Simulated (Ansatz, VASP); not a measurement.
# One calculation of Ga2O3, two programs

```
CELL_PARAMETERS angstrom
2.51618 1.45272 4.51056
-2.51618 1.45272 4.51056
0.00000 -2.90543 4.51056
ATOMIC_POSITIONS crystal
Ga 0.85591 0.85591 0.85591
Ga 0.64409 0.64409 0.64409
Ga 0.14409 0.14409 0.14409
Ga 0.35591 0.35591 0.35591
O 0.05316 0.44684 0.75000
O 0.75000 0.05316 0.44684
O 0.44684 0.75000 0.05316
O 0.94684 0.55316 0.25000
O 0.25000 0.94684 0.55316
O 0.55316 0.25000 0.94684
```

Alike in both runs: functional PBE; dispersion D3(BJ); k mesh 6 × 6 × 6; occupations gaussian, width 0.02 eV; no spin polarisation.

Ansatz relaxed the structure, and its values are those at the end. VASP's run is a single point on that final structure, the one shown.

|  | VASP | Ansatz |
| --- | --- | --- |
| version | VASP 6.6.1 | Ansatz 0.2.0 |
| potentials or method | VASP PAW PBE potentials, release 64 (Ga_d, O), cutoff 600 eV | scalar-relativistic, plane waves, PAW |
| valence electrons in the cell | 88 | 88 |

VASP gave:

| Quantity | Value |
| --- | --- |
| gap on the k mesh at the Fermi level (eV) | 2.56 |
| least direct gap on the mesh (eV) | 2.81 |
| pressure (GPa) | 0.7 |
| rms of the force components (eV/Å) | 0.005 |

Question: Estimate Ansatz's values.

Answer: gap on the k mesh at the Fermi level (eV): 2.58; least direct gap on the mesh (eV): 2.82; pressure (GPa): 0.0; rms of the force components (eV/Å): 0.000.
